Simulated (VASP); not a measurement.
# C (Fd-3m) in VASP: single point with PBEsol

Aim: the single point of C with PBEsol.

Everything below comes from runs of VASP 6.6.1. Logs are shortened: lines on timing, memory, paths and dates and some standing lists are left out, and cuts for length are marked.

**1. The cell of the first run**

Symmetry: Fd-3m, No. 227, cubic system. The conventional cell has a = 3.554 Å, b = 3.554 Å, c = 3.554 Å, α = 90.00°, β = 90.00°, γ = 90.00°. C (site symmetry -43m) has 4 C at 1.54 Å within 2.1 Å.

**2. Single point, PBEsol**

Contents of INCAR:

```
SYSTEM = C
PREC = Accurate
ENCUT = 1300
EDIFF = 1E-6
ISMEAR = 0
SIGMA = 0.02
LREAL = .False.
LASPH = .True.
NELM = 120
ALGO = Normal
ISIF = 2
LWAVE = .False.
LCHARG = .True.
GGA = PS
LELF = .True.
LVHAR = .True.
NBANDS = 11
GGA_COMPAT = .False.
```

Contents of KPOINTS:

```
Automatic mesh
0
Gamma
  12 12 12
  0 0 0
```

Contents of POSCAR:

```
C
1.0
    0.0000000000      1.7769045572      1.7769045572
    1.7769045572      0.0000000000      1.7769045572
    1.7769045572      1.7769045572      0.0000000000
C
2
Direct
    0.0000000000      0.0000000000      0.0000000000
    0.2500000000      0.2500000000      0.2500000000
```

Potentials or basis: VASP PAW PBE potentials, release 64 (C_h).

On the command line:

```bash
$ cat potpaw_PBE.64/C_h/POTCAR > POTCAR
$ mpirun -np 1 vasp_std > vasp.out
```

OUTCAR:

```text
SYSTEM = C
   PREC = Accurate
   ENCUT = 1300
   EDIFF = 1E-6
   ISMEAR = 0
   LREAL = .False.
   LASPH = .True.
   NELM = 120
   ISIF = 2
   GGA = PS

 ion  position               nearest neighbor table
   1  0.000  0.000  0.000-
   2  0.250  0.250  0.250-

  LATTYP: Found a face centered cubic cell.
 ALAT       =     3.5538091144

  Lattice vectors:

 A1 = (   0.0000000000,   1.7769045572,   1.7769045572)
 A2 = (   1.7769045572,   0.0000000000,   1.7769045572)
 A3 = (   1.7769045572,   1.7769045572,   0.0000000000)

Analysis of symmetry for initial positions (statically):
=====================================================================
 Subroutine PRICEL returns:
 Original cell was already a primitive cell.

 Routine SETGRP: Setting up the symmetry group for a
 face centered cubic supercell.

 Subroutine GETGRP returns: Found 48 space group operations
 (whereof 24 operations were pure point group operations)
 out of a pool of 48 trial point group operations.

The static configuration has the point symmetry T_d .
 The point group associated with its full space group is O_h .

Analysis of symmetry for dynamics (positions and initial velocities):
=====================================================================
 Subroutine PRICEL returns:
 Original cell was already a primitive cell.

 Routine SETGRP: Setting up the symmetry group for a
 face centered cubic supercell.

 Subroutine GETGRP returns: Found 48 space group operations
 (whereof 24 operations were pure point group operations)
 out of a pool of 48 trial point group operations.

The dynamic configuration has the point symmetry T_d .
 The point group associated with its full space group is O_h .

 Subroutine INISYM returns: Found 48 space group operations
 (whereof 24 operations are pure point group operations),
 and found     1 'primitive' translations

----------------------------------------------------------------------------------------

                                     Primitive cell

  volume of cell :      11.2208

  direct lattice vectors                    reciprocal lattice vectors
     0.000000000  1.776904557  1.776904557    -0.281388214  0.281388214  0.281388214
     1.776904557  0.000000000  1.776904557     0.281388214 -0.281388214  0.281388214
     1.776904557  1.776904557  0.000000000     0.281388214  0.281388214 -0.281388214

  length of vectors
     2.512922524  2.512922524  2.512922524     0.487378683  0.487378683  0.487378683

  position of ions in fractional coordinates (direct lattice)
     0.000000000  0.000000000  0.000000000
     0.250000000  0.250000000  0.250000000

  ion indices of the primitive-cell ions
   primitive index   ion index
                 1           1
                 2           2

----------------------------------------------------------------------------------------

 KPOINTS: Automatic mesh

Automatic generation of k-mesh.
 Grid dimensions read from file:
 generate k-points for:   12   12   12

 Generating k-lattice:

  Cartesian coordinates                     Fractional coordinates (reciprocal lattice)
    -0.023449018  0.023449018  0.023449018     0.083333333  0.000000000  0.000000000
     0.023449018 -0.023449018  0.023449018     0.000000000  0.083333333  0.000000000
     0.023449018  0.023449018 -0.023449018     0.000000000  0.000000000  0.083333333

  Length of vectors
     0.040614890  0.040614890  0.040614890

  Shift w.r.t. Gamma in fractional coordinates (k-lattice)
     0.000000000  0.000000000  0.000000000

 Subroutine IBZKPT returns following result:
 ===========================================

 Found     72 irreducible k-points:

 Following reciprocal coordinates:
            Coordinates               Weight
  0.000000  0.000000  0.000000      1.000000
  0.083333  0.000000  0.000000      8.000000
  0.166667  0.000000  0.000000      8.000000
  0.250000  0.000000  0.000000      8.000000
  0.333333  0.000000  0.000000      8.000000
  0.416667  0.000000  0.000000      8.000000
[... 16 lines left out ...]
  0.500000  0.166667  0.000000     24.000000
 -0.416667  0.166667  0.000000     24.000000
 [... further k-points ...]
   k-points           NKPTS =     72   k-points in BZ     NKDIM =     72   number of bands    NBANDS=     11
   number of dos      NEDOS =    301   number of ions     NIONS =      2
   total plane-waves  NPLWV =  27000
   dimension x,y,z NGX =    30 NGY =   30 NGZ =   30
   dimension x,y,z NGXF=    60 NGYF=   60 NGZF=   60
   ions per type =               2
   NGX,Y,Z   is equivalent  to a cutoff of  19.85, 19.85, 19.85 a.u.
   NGXF,Y,Z  is equivalent  to a cutoff of  39.69, 39.69, 39.69 a.u.
 SYSTEM =  C
   PREC   = accura    normal or accurate (medium, high low for compatibility)
   ISTART =      0    job   : 0-new  1-cont  2-samecut
   ICHARG =      2    charge: 1-file 2-atom 10-const
   ISPIN  =      1    spin polarized calculation?
   LNONCOLLINEAR =      F non collinear calculations
   LSORBIT =      F    spin-orbit coupling
   LASPH  =      T    aspherical Exc in radial PAW
   ENCUT  = 1300.0 eV  95.55 Ry    9.77 a.u.   7.39  7.39  7.39*2*pi/ulx,y,z
   NELM   =    120;   NELMIN=  2; NELMDL= -5     # of ELM steps
   EDIFF  = 0.1E-05   stopping-criterion for ELM
   LREAL  =      F    real-space projection
   EDIFFG = 0.1E-04   stopping-criterion for IOM
   NSW    =      0    number of steps for IOM
   IBRION =     -1    ionic relax: 0-MD 1-quasi-New 2-CG
   NFREE  =      0    steps in history (QN), initial steepest desc. (CG)
   ISIF   =      2    stress and relaxation
   ISYM   =      2    0-nonsym 1-usesym 2-fastsym
   POTIM  = 0.5000    time-step for ionic-motion
   TEBEG  =    0.0;   TEEND  =   0.0 temperature during run
   PSTRESS=    0.0 pullay stress
   NELECT =       8.0000    total number of electrons
   NUPDOWN=      -1.0000    fix difference up-down
   EMIN   =  10.00;   EMAX   =-10.00  energy-range for DOS
   EFERMI =   0.00;   METHOD = LEGACY
   ISMEAR =     0;   SIGMA  =   0.02  broadening in eV -4-tet -1-fermi 0-gaus
   EFERMI_NEDOS =   21; number of points for ismear=-14 and -15
   IALGO  =     38    algorithm
   IMIX   =      4    mixing-type and parameters
     AMIX     =   0.40;   BMIX     =  1.00
     AMIX_MAG =   1.60;   BMIX_MAG =  1.00
  volume/ion in A,a.u.               =       5.61        37.86
  Fermi-wavevector in a.u.,A,eV,Ry     =   1.462505  2.763734 29.101790  2.138921
  Thomas-Fermi vector in A             =   2.578711
   LORBIT       =      0    0 simple, 1 ext, 2 COOP (PROOUT), +10 PAW based schemes
   GGA     = PS    functional components
   LHFCALC =     F    Hartree Fock is set to
   AEXX    =    0.0000 exact exchange contribution
   IVDW    =     0    specifies the selected vdW correction
   LEPSILON=     F    determine dielectric tensor
   LRPA    =     F    only Hartree local field effects (RPA)
 non-spin polarized calculation
 Gauss-broadening in eV      SIGMA  =   0.02
  energy-cutoff  :     1300.00
  volume of cell :       11.22
 maximum number of plane-waves:      1243
 NGX is ok and might be reduce to    30
   NGX = 15   NGY = 15   NGZ = 15

 number of electron       8.0000000 magnetization

 Free energy of the ion-electron system (eV)
  ---------------------------------------------------
  ext. energy  EPLUGINS =         0.00000000
  ---------------------------------------------------
  free energy    TOTEN  =       -19.27732286 eV

  energy without entropy =      -19.27732286  energy(sigma->0) =      -19.27732286

 E-fermi :  11.2463     XC(G=0): -13.6284

 val. band max:       11.0894282193   @ k =   0.0000   0.0000   0.0000
 cond. band min:      15.1547373420   @ k =   0.3333   0.3333   0.0000
 fundamental gap:      4.0653091227
 Fermi energy:        11.2462628624

 k-point     1 :       0.0000    0.0000    0.0000
  band No.  band energies     occupation
      1     -10.5763      2.00000
      2      11.0894      2.00000
      3      11.0894      2.00000
      4      11.0894      2.00000
      5      16.6642      0.00000
      6      16.6642      0.00000
      7      16.6642      0.00000
      8      24.7126      0.00000
      9      30.1933      0.00000
     10      37.6456      0.00000
     11      37.6456      0.00000

 k-point     2 :       0.0833    0.0000    0.0000
  band No.  band energies     occupation
      1     -10.3821      2.00000
      2       9.8451      2.00000
      3      10.7604      2.00000
      4      10.7604      2.00000
      5      17.0949      0.00000
      6      17.0949      0.00000
      7      17.3957      0.00000
      8      24.8586      0.00000
      9      30.5203      0.00000
     10      35.4158      0.00000
     11      35.4158      0.00000

 k-point     3 :       0.1667    0.0000    0.0000
  band No.  band energies     occupation
      1      -9.8017      2.00000
      2       7.2843      2.00000
      3      10.0483      2.00000
      4      10.0483      2.00000
      5      18.0258      0.00000
      6      18.0258      0.00000
      7      18.5170      0.00000
      8      25.2736      0.00000
      9      31.2049      0.00000
     10      33.7983      0.00000
     11      33.7983      0.00000

 k-point     4 :       0.2500    0.0000    0.0000
  band No.  band energies     occupation
      1      -8.8429      2.00000
      2       4.4175      2.00000
      3       9.3166      2.00000
      4       9.3166      2.00000
      5      18.8845      0.00000
      6      18.8845      0.00000
      7      19.3078      0.00000
      8      25.8441      0.00000
      9      31.6535      0.00000
     10      33.3839      0.00000
     11      33.3839      0.00000
[... 239 lines left out ...]
 k-point    22 :       0.4167    0.1667    0.0000
  band No.  band energies     occupation
      1      -6.3545      2.00000
      2       1.2051      2.00000
      3       6.7738      2.00000
      4       6.9695      2.00000
      5      17.7082      0.00000
      6      22.1149      0.00000
      7      22.3126      0.00000
      8      23.7291      0.00000
      9      32.0703      0.00000
     10      33.6098      0.00000
     11      38.4724      0.00000

 k-point    23 :       0.5000    0.1667    0.0000
  band No.  band energies     occupation
      1      -4.7354      2.00000
      2      -1.0804      2.00000
      3       6.0433      2.00000
      4       7.0606      2.00000
      5      18.1181      0.00000
      6      21.8308      0.00000
      7      22.4389      0.00000
      8      25.3607      0.00000
      9      31.1386      0.00000
     10      34.9643      0.00000
     11      37.6534      0.00000

 k-point    24 :      -0.4167    0.1667    0.0000
  band No.  band energies     occupation
      1      -4.2844      2.00000
      2      -1.6190      2.00000
      3       5.5463      2.00000
      4       7.4468      2.00000
      5      18.5611      0.00000
      6      21.3349      0.00000
      7      22.4110      0.00000
      8      26.5578      0.00000
      9      30.4336      0.00000
     10      35.2150      0.00000
     11      35.6895      0.00000

 [... further k-points ...]
[... 5 lines left out ...]
  --------------------------------------------------------------------------------------
  -------------------------------------------------------------------------------------
  Total        0.0089850      0.0089850      0.0089850      0.0000000     -0.0000000      0.0000000
  in kB        1.2829362      1.2829362      1.2829362      0.0000000     -0.0000000      0.0000000
  external PRESSURE =       1.2829362 kB  Pullay stress =       0.0000000 kB

 VOLUME and BASIS-vectors are now :
 -----------------------------------------------------------------------------
  energy-cutoff  :     1300.00
  volume of cell :       11.22
      direct lattice vectors                 reciprocal lattice vectors
     0.000000000  1.776904557  1.776904557    -0.281388214  0.281388214  0.281388214
     1.776904557  0.000000000  1.776904557     0.281388214 -0.281388214  0.281388214
     1.776904557  1.776904557  0.000000000     0.281388214  0.281388214 -0.281388214

 POSITION                                       TOTAL-FORCE (eV/Angst)
 -----------------------------------------------------------------------------------
      0.00000      0.00000      0.00000         0.000000      0.000000      0.000000
      0.88845      0.88845      0.88845        -0.000000     -0.000000     -0.000000
 -----------------------------------------------------------------------------------
    total drift:                                0.000000     -0.000000      0.000000

  FREE ENERGIE OF THE ION-ELECTRON SYSTEM (eV)
  ---------------------------------------------------
  free  energy   TOTEN  =       -19.2773228629 eV

  energy  without entropy=      -19.2773228629  energy(sigma->0) =      -19.27732286
```

It took 19 s on 1 thread of AMD EPYC 7R13 (Zen 3), shared host; peak memory 0.14 GiB.

Results:

- Free energy: -19.2773 eV
- Pressure: 0.1 GPa
- Band gap on the k mesh: 4.07 eV (least direct gap 5.57 eV)

Caveat: the PAW data sets were made with another functional, which shifts forces and pressure a little. A k mesh can miss the band edges.
